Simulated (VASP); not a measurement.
A run of VASP 6.6.1 is set up as follows.

INCAR

```
ALGO = Normal
EDIFF = 1E-6
ENCUT = 600
GGA = PE
GGA_COMPAT = False
ISIF = 2
ISMEAR = 0
LASPH = True
LCHARG = True
LELF = True
LREAL = False
LVHAR = True
LWAVE = False
NBANDS = 25
NELM = 120
PREC = Accurate
SIGMA = 0.1
```

The input KPOINTS:

```
k-points
0
Gamma
  12 12 8
```

Contents of POSCAR:

```
Ca2SiN2
1.0
    4.1599295131      0.0000000000      0.0000000000
   -2.0799647565      3.6026046363      0.0000000000
    0.0000000000      0.0000000000      5.2923290957
Ca Si N
2 1 2
Direct
    0.6666666667      0.3333333333      0.7119428718
    0.3333333333      0.6666666667      0.2880571282
    0.0000000000      0.0000000000      0.0000000000
    0.3333333333      0.6666666667      0.7706169025
    0.6666666667      0.3333333333      0.2293830975
```

Potentials or basis: VASP PAW PBE potentials, release 64 (Ca_sv, Si, N).

Run with:

```console
$ cat potpaw_PBE.64/Ca_sv/POTCAR potpaw_PBE.64/Si/POTCAR potpaw_PBE.64/N/POTCAR > POTCAR
$ mpirun -np 1 vasp_std > vasp.out
```

Problem. Predict the pressure.

Solution. 0.3 GPa.

Problem. Predict the band gap on the k mesh.

Solution. Zero (bands 17 and 18 overlap by 0.38 eV).

Problem. What does it give for the largest force?

Solution. 0.012 eV/Å.

Forces in eV/Å, atoms in the order of the input:
```
Ca   0.000  0.000 -0.008
Ca   0.000  0.000  0.008
Si   0.000  0.000  0.000
N    0.000  0.000  0.012
N    0.000  0.000 -0.012
```
